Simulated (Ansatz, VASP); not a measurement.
PbF2: VASP beside Ansatz

The input INCAR:

```
SYSTEM = PbF2
PREC     = Accurate       ! precision mode
ENCUT    = 520            ! plane-wave cutoff, eV
EDIFF    = 1E-6           ! SCF threshold, eV
ISMEAR   = 0              ! smearing method
SIGMA    = 0.05           ! smearing width, eV
LREAL    = .FALSE.        ! projectors in reciprocal space
LASPH    = .TRUE.         ! aspherical terms in the spheres
NELM     = 60             ! most SCF steps
ALGO     = Normal         ! electronic algorithm
ISIF     = 2              ! what is computed and relaxed
LWAVE    = .FALSE.        ! write WAVECAR
LCHARG   = .FALSE.        ! write CHGCAR
GGA      = PE             ! functional
NBANDS   = 21             ! bands
```

File KPOINTS:

```
regular mesh
0
G
  10 10 10
  0 0 0
```

Contents of POSCAR:

```
PbF2
1.0
    0.0000000000      3.0202350449      3.0202350449
    3.0202350449      0.0000000000      3.0202350449
    3.0202350449      3.0202350449      0.0000000000
Pb F
1 2
Direct
    0.0000000000      0.0000000000      0.0000000000
    0.2500000000      0.2500000000      0.2500000000
    0.7500000000      0.7500000000      0.7500000000
```

Input for Ansatz:

```yaml
crystal:
  lattice:
    - [0.0, 3.0202350449, 3.0202350449]
    - [3.0202350449, 0.0, 3.0202350449]
    - [3.0202350449, 3.0202350449, 0.0]
  atoms:
    - { symbol: Pb, position: [0.0, 0.0, 0.0] }
    - { symbol: F, position: [0.25, 0.25, 0.25] }
    - { symbol: F, position: [0.75, 0.75, 0.75] }
basis:
  ecutwfc: 420
  ecutrho_ratio: 4
kpoints:
  mp_grid: { grid: [10, 10, 10] }
hamiltonian:
  xc: pbe
scf:
  occupations: { method: gaussian, width: 0.05 }
output:
  forces: true
  stress: true
  eigenvalues: true
```

Alike in both runs: task single point; functional PBE; k mesh 10 × 10 × 10; occupations gaussian, width 0.05 eV; no spin polarisation.

|  | VASP | Ansatz |
| --- | --- | --- |
| version | VASP 6.6.1 | Ansatz 0.2.0 |
| potentials or method | VASP PAW PBE potentials, release 64 (Pb_d, F), cutoff 520 eV | scalar-relativistic, plane waves, PAW |
| valence electrons in the cell | 28 | 28 |

|  | VASP | Ansatz | Ansatz less VASP |
| --- | --- | --- | --- |
| gap on the k mesh at the Fermi level (eV) | 4.41 | 4.42 | +0.006 |
| least direct gap on the mesh (eV) | 4.56 | 4.56 | +0.003 |
| pressure (GPa) | -1.5 | -1.3 | +0.20 |

Spin-orbit coupling is off throughout.
